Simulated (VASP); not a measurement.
# WC (I4/mmm) in VASP: a series of runs

The runs below take WC through single point, with LDA.

Program: VASP 6.6.1. These are calculated values, not measurements. Logs are shortened: lines on timing, memory, paths and dates and some standing lists are left out, and cuts for length are marked.

## 1. The cell of the first run

The structure is tetragonal, space group I4/mmm (No. 139). The conventional cell has a = 3.256 Å, b = 3.256 Å, c = 4.166 Å, α = 90.00°, β = 90.00°, γ = 90.00°. W (site symmetry 4/mmm) has 6 C at 2.08 to 2.30 Å within 2.8 Å. Within 2.8 Å of C (site symmetry 4/mmm) lie 6 W at 2.08 to 2.30 Å.

## 2. Single point, LDA (strain +0.050 along x and y, -0.050 along z)

The input, INCAR:

```
ALGO     = Normal         # electronic algorithm
EDIFF    = 1E-6           # SCF threshold, eV
ENCUT    = 600            # plane-wave cutoff, eV
GGA      = CA             # functional
GGA_COMPAT= F            
ISIF     = 2              # what is computed and relaxed
ISMEAR   = 0              # smearing method
LASPH    = T              # aspherical terms in the spheres
LCHARG   = T              # write CHGCAR
LELF     = T              # ELF
LREAL    = F              # projectors in reciprocal space
LVHAR    = T            
LWAVE    = F              # write WAVECAR
NBANDS   = 16             # bands
NELM     = 120            # most SCF steps
PREC     = Accurate       # precision mode
SIGMA    = 0.15           # smearing width, eV
```

The input, KPOINTS:

```
k-points
0
Gamma
  18 18 18
```

The input, POSCAR:

```
WC
1.0
    0.0000000000      2.3023182000      2.0830498000
    2.3023182000      0.0000000000      2.0830498000
    2.3023182000      2.3023182000      0.0000000000
W C
1 1
Direct
    0.0000000000      0.0000000000      0.0000000000
    0.5000000000      0.5000000000      0.5000000000
```

Potentials or basis: VASP PAW LDA potentials, release 64 (W_sv, C).

On the command line:

```
cat potpaw_LDA.64/W_sv/POTCAR potpaw_LDA.64/C/POTCAR > POTCAR
mpirun -np 1 vasp_std > vasp.out
```

OUTCAR:

```text
EDIFF = 1E-6
   ENCUT = 600
   GGA = CA
   ISIF = 2
   ISMEAR = 0
   LASPH = T
   LREAL = F
   NELM = 120
   PREC = Accurate

 ion  position               nearest neighbor table
   1  0.000  0.000  0.000-   2 2.08   2 2.08   2 2.30   2 2.30   2 2.30   2 2.30
   2  0.500  0.500  0.500-   1 2.08   1 2.08   1 2.30   1 2.30   1 2.30   1 2.30

  LATTYP: Found a body centered tetragonal cell.
 ALAT       =     3.2559696233
 C/A-ratio  =     1.2795265564

  Lattice vectors:

 A1 = (   0.0000000000,  -2.3023182000,  -2.0830498000)
 A2 = (   0.0000000000,   2.3023182000,  -2.0830498000)
 A3 = (   2.3023182000,   0.0000000000,   2.0830498000)

Analysis of symmetry for initial positions (statically):
=====================================================================
 Subroutine PRICEL returns:
 Original cell was already a primitive cell.

 Routine SETGRP: Setting up the symmetry group for a
 body centered tetragonal supercell.

 Subroutine GETGRP returns: Found 16 space group operations
 (whereof 16 operations were pure point group operations)
 out of a pool of 16 trial point group operations.

The static configuration has the point symmetry D_4h.

Analysis of symmetry for dynamics (positions and initial velocities):
=====================================================================
 Subroutine PRICEL returns:
 Original cell was already a primitive cell.

 Routine SETGRP: Setting up the symmetry group for a
 body centered tetragonal supercell.

 Subroutine GETGRP returns: Found 16 space group operations
 (whereof 16 operations were pure point group operations)
 out of a pool of 16 trial point group operations.

The dynamic configuration has the point symmetry D_4h.

 Subroutine INISYM returns: Found 16 space group operations
 (whereof 16 operations are pure point group operations),
 and found     1 'primitive' translations

----------------------------------------------------------------------------------------

                                     Primitive cell

  volume of cell :      22.0831

  direct lattice vectors                    reciprocal lattice vectors
     0.000000000  2.302318200  2.083049800    -0.217172413  0.217172413  0.240032667
     2.302318200  0.000000000  2.083049800     0.217172413 -0.217172413  0.240032667
     2.302318200  2.302318200  0.000000000     0.217172413  0.217172413 -0.240032667

  length of vectors
     3.104797186  3.104797186  3.255969623     0.389799174  0.389799174  0.389799174

  position of ions in fractional coordinates (direct lattice)
     0.000000000  0.000000000  0.000000000
     0.500000000  0.500000000  0.500000000

  ion indices of the primitive-cell ions
   primitive index   ion index
                 1           1
                 2           2

----------------------------------------------------------------------------------------

 KPOINTS: k-points

Automatic generation of k-mesh.
 Grid dimensions read from file:
 generate k-points for:   18   18   18

 Generating k-lattice:

  Cartesian coordinates                     Fractional coordinates (reciprocal lattice)
    -0.012065134  0.012065134  0.013335148     0.055555556  0.000000000  0.000000000
     0.012065134 -0.012065134  0.013335148     0.000000000  0.055555556  0.000000000
     0.012065134  0.012065134 -0.013335148     0.000000000  0.000000000  0.055555556

  Length of vectors
     0.021655510  0.021655510  0.021655510

  Shift w.r.t. Gamma in fractional coordinates (k-lattice)
     0.000000000  0.000000000  0.000000000

 Subroutine IBZKPT returns following result:
 ===========================================

 Found    480 irreducible k-points:

 Following reciprocal coordinates:
            Coordinates               Weight
  0.000000  0.000000  0.000000      1.000000
  0.055556  0.000000  0.000000      8.000000
  0.111111  0.000000  0.000000      8.000000
  0.166667  0.000000  0.000000      8.000000
  0.222222  0.000000  0.000000      8.000000
  0.277778  0.000000  0.000000      8.000000
[... 16 lines left out ...]
 -0.277778  0.055556  0.000000      8.000000
 -0.222222  0.055556  0.000000      8.000000
 [... further k-points ...]
   k-points           NKPTS =    480   k-points in BZ     NKDIM =    480   number of bands    NBANDS=     16
   number of dos      NEDOS =    301   number of ions     NIONS =      2
   total plane-waves  NPLWV =  21952
   dimension x,y,z NGX =    28 NGY =   28 NGZ =   28
   dimension x,y,z NGXF=    56 NGYF=   56 NGZF=   56
   ions per type =               1   1
   NGX,Y,Z   is equivalent  to a cutoff of  14.99, 14.99, 14.30 a.u.
   NGXF,Y,Z  is equivalent  to a cutoff of  29.99, 29.99, 28.59 a.u.
 SYSTEM =  unknown system
   PREC   = accura    normal or accurate (medium, high low for compatibility)
   ISTART =      0    job   : 0-new  1-cont  2-samecut
   ICHARG =      2    charge: 1-file 2-atom 10-const
   ISPIN  =      1    spin polarized calculation?
   LNONCOLLINEAR =      F non collinear calculations
   LSORBIT =      F    spin-orbit coupling
   LASPH  =      T    aspherical Exc in radial PAW
   ENCUT  =  600.0 eV  44.10 Ry    6.64 a.u.   6.20  6.20  6.50*2*pi/ulx,y,z
   NELM   =    120;   NELMIN=  2; NELMDL= -5     # of ELM steps
   EDIFF  = 0.1E-05   stopping-criterion for ELM
   LREAL  =      F    real-space projection
   EDIFFG = 0.1E-04   stopping-criterion for IOM
   NSW    =      0    number of steps for IOM
   IBRION =     -1    ionic relax: 0-MD 1-quasi-New 2-CG
   NFREE  =      0    steps in history (QN), initial steepest desc. (CG)
   ISIF   =      2    stress and relaxation
   ISYM   =      2    0-nonsym 1-usesym 2-fastsym
   POTIM  = 0.5000    time-step for ionic-motion
   TEBEG  =    0.0;   TEEND  =   0.0 temperature during run
   PSTRESS=    0.0 pullay stress
   NELECT =      18.0000    total number of electrons
   NUPDOWN=      -1.0000    fix difference up-down
   EMIN   =  10.00;   EMAX   =-10.00  energy-range for DOS
   EFERMI =   0.00;   METHOD = LEGACY
   ISMEAR =     0;   SIGMA  =   0.15  broadening in eV -4-tet -1-fermi 0-gaus
   EFERMI_NEDOS =   21; number of points for ismear=-14 and -15
   IALGO  =     38    algorithm
   IMIX   =      4    mixing-type and parameters
     AMIX     =   0.40;   BMIX     =  1.00
     AMIX_MAG =   1.60;   BMIX_MAG =  1.00
  volume/ion in A,a.u.               =      11.04        74.51
  Fermi-wavevector in a.u.,A,eV,Ry     =   1.529251  2.889866 31.818718  2.338610
  Thomas-Fermi vector in A             =   2.636898
   LORBIT       =      0    0 simple, 1 ext, 2 COOP (PROOUT), +10 PAW based schemes
   GGA     = CA    functional components
   LHFCALC =     F    Hartree Fock is set to
   AEXX    =    0.0000 exact exchange contribution
   IVDW    =     0    specifies the selected vdW correction
   LEPSILON=     F    determine dielectric tensor
   LRPA    =     F    only Hartree local field effects (RPA)
 non-spin polarized calculation
 Gauss-broadening in eV      SIGMA  =   0.15
  energy-cutoff  :      600.00
  volume of cell :       22.08
 maximum number of plane-waves:       756
 NGX is ok and might be reduce to    28
   NGX = 13   NGY = 13   NGZ = 13

 number of electron      17.9999999 magnetization

 Free energy of the ion-electron system (eV)
  ---------------------------------------------------
  ext. energy  EPLUGINS =         0.00000000
  ---------------------------------------------------
  free energy    TOTEN  =       -23.42755240 eV

  energy without entropy =      -23.41488711  energy(sigma->0) =      -23.42121976

 E-fermi :  11.5166     XC(G=0): -13.6258

 val. band max:       11.5163010715   @ k =  -0.2778  -0.0000   0.2778
 cond. band min:      11.5176591173   @ k =  -0.4444   0.1667   0.1111
 fundamental gap:      0.0013580457
 Fermi energy:        11.5166139772

 k-point     1 :       0.0000    0.0000    0.0000
  band No.  band energies     occupation
      1     -63.3611      2.00000
      2     -27.6561      2.00000
      3     -27.6219      2.00000
      4     -27.6219      2.00000
      5      -3.6652      2.00000
      6       8.6696      2.00000
[... 8 lines left out ...]
     15      21.4775      0.00000
     16      32.5608      0.00000

 k-point     2 :       0.0556    0.0000    0.0000
  band No.  band energies     occupation
      1     -63.3602      2.00000
      2     -27.6649      2.00000
      3     -27.6295      2.00000
      4     -27.6248      2.00000
      5      -3.5820      2.00000
      6       8.4746      2.00000
[... 8 lines left out ...]
     15      21.6682      0.00000
     16      31.8322      0.00000

 k-point     3 :       0.1111    0.0000    0.0000
  band No.  band energies     occupation
      1     -63.3575      2.00000
      2     -27.7028      2.00000
      3     -27.6386      2.00000
      4     -27.6333      2.00000
      5      -3.3365      2.00000
      6       7.8600      2.00000
[... 8 lines left out ...]
     15      22.1940      0.00000
     16      30.3006      0.00000

 k-point     4 :       0.1667    0.0000    0.0000
  band No.  band energies     occupation
      1     -63.3534      2.00000
      2     -27.7696      2.00000
      3     -27.6462      2.00000
      4     -27.6432      2.00000
      5      -2.9413      2.00000
      6       7.0052      2.00000
[... 8 lines left out ...]
     15      22.8875      0.00000
     16      28.8011      0.00000

 k-point     5 :       0.2222    0.0000    0.0000
  band No.  band energies     occupation
      1     -63.3484      2.00000
      2     -27.8527      2.00000
      3     -27.6621      2.00000
      4     -27.6466      2.00000
      5      -2.4156      2.00000
      6       6.0939      2.00000
[... 8 lines left out ...]
     15      23.4069      0.00000
     16      27.9547      0.00000

 k-point     6 :       0.2778    0.0000    0.0000
  band No.  band energies     occupation
      1     -63.3430      2.00000
      2     -27.9403      2.00000
      3     -27.6789      2.00000
      4     -27.6496      2.00000
      5      -1.7845      2.00000
      6       5.1819      2.00000
[... 8 lines left out ...]
     15      23.6422      0.00000
     16      26.8696      0.00000
[... 267 lines left out ...]
 k-point    21 :      -0.3889    0.0556    0.0000
  band No.  band energies     occupation
      1     -63.3326      2.00000
      2     -28.0925      2.00000
      3     -27.7093      2.00000
      4     -27.6735      2.00000
      5      -0.2368      2.00000
      6       3.2482      2.00000
[... 8 lines left out ...]
     15      23.7567      0.00000
     16      24.0921      0.00000

 k-point    22 :      -0.3333    0.0556    0.0000
  band No.  band energies     occupation
      1     -63.3364      2.00000
      2     -28.0310      2.00000
      3     -27.6955      2.00000
      4     -27.6747      2.00000
      5      -0.9537      2.00000
      6       4.0217      2.00000
[... 8 lines left out ...]
     15      23.7838      0.00000
     16      25.1258      0.00000

 k-point    23 :      -0.2778    0.0556    0.0000
  band No.  band energies     occupation
      1     -63.3413      2.00000
      2     -27.9524      2.00000
      3     -27.6791      2.00000
      4     -27.6743      2.00000
      5      -1.6455      2.00000
      6       4.8478      2.00000
[... 8 lines left out ...]
     15      23.5132      0.00000
     16      26.5552      0.00000

 k-point    24 :      -0.2222    0.0556    0.0000
  band No.  band energies     occupation
      1     -63.3466      2.00000
      2     -27.8657      2.00000
      3     -27.6724      2.00000
      4     -27.6620      2.00000
      5      -2.2721      2.00000
      6       5.7217      2.00000
[... 8 lines left out ...]
     15      23.5278      0.00000
     16      26.5773      0.00000

 [... further k-points ...]

------------------------ aborting loop because EDIFF is reached ----------------------------------------

  FORCE on cell =-STRESS in cart. coord.  units (eV):
  Direction    XX          YY          ZZ          XY          YZ          ZX
  --------------------------------------------------------------------------------------
  -------------------------------------------------------------------------------------
  Total       -5.2621273     -5.2621273      1.8732788      0.0000000      0.0000000      0.0000000
  in kB     -381.7786058   -381.7786058    135.9103899      0.0000000      0.0000000      0.0000000
  external PRESSURE =    -209.2156072 kB  Pullay stress =       0.0000000 kB

 VOLUME and BASIS-vectors are now :
 -----------------------------------------------------------------------------
  energy-cutoff  :      600.00
  volume of cell :       22.08
      direct lattice vectors                 reciprocal lattice vectors
     0.000000000  2.302318200  2.083049800    -0.217172413  0.217172413  0.240032667
     2.302318200  0.000000000  2.083049800     0.217172413 -0.217172413  0.240032667
     2.302318200  2.302318200  0.000000000     0.217172413  0.217172413 -0.240032667

 POSITION                                       TOTAL-FORCE (eV/Angst)
 -----------------------------------------------------------------------------------
      0.00000      0.00000      0.00000        -0.000000     -0.000000     -0.000000
      2.30232      2.30232      2.08305         0.000000      0.000000      0.000000
 -----------------------------------------------------------------------------------
    total drift:                               -0.000000      0.000000      0.000000

  FREE ENERGIE OF THE ION-ELECTRON SYSTEM (eV)
  ---------------------------------------------------
  free  energy   TOTEN  =       -23.4275524006 eV

  energy  without entropy=      -23.4148871145  energy(sigma->0) =      -23.42121976
```

Run time: 3.8 min. Hardware: 1 thread of Intel Xeon Platinum 8259CL at 2.50GHz (Skylake/Cascade Lake), shared host; peak memory 0.32 GiB.

Results:

```
Free energy            : -23.4276 eV
Pressure               : -20.9 GPa
Band gap on the k mesh : zero (band 9 reaches 12.86 eV, above the bottom of band 10 at 9.87 eV)
```

Levels at points of the mesh, in eV from the Fermi level:
| k point | band 6 | band 7 | band 8 | band 9 | band 10 | band 11 | band 12 | band 13 |
| --- | --- | --- | --- | --- | --- | --- | --- | --- |
| (0.00, 0.00, 0.00) | -2.85 | -2.85 | -1.74 | -1.43 | -1.03 | -1.03 | -0.84 | -0.59 |
| (0.50, 0.00, 0.00) | -9.29 | -6.34 | -6.26 | 0.64 | 1.47 | 2.42 | 4.91 | 7.28 |
| (0.50, 0.50, 0.00) | -5.40 | -4.49 | -2.74 | -2.74 | 0.97 | 2.08 | 2.08 | 5.87 |
| (0.50, 0.00, 0.50) | -5.63 | -5.28 | -2.16 | -1.90 | 0.47 | 1.64 | 2.47 | 4.63 |

Caveat: the cell differs from its parent crystal (strain +0.050 along x and y, -0.050 along z); spin-orbit coupling is left out, which moves the levels of the heavy elements.

(Part 1 of 2 ends here.)
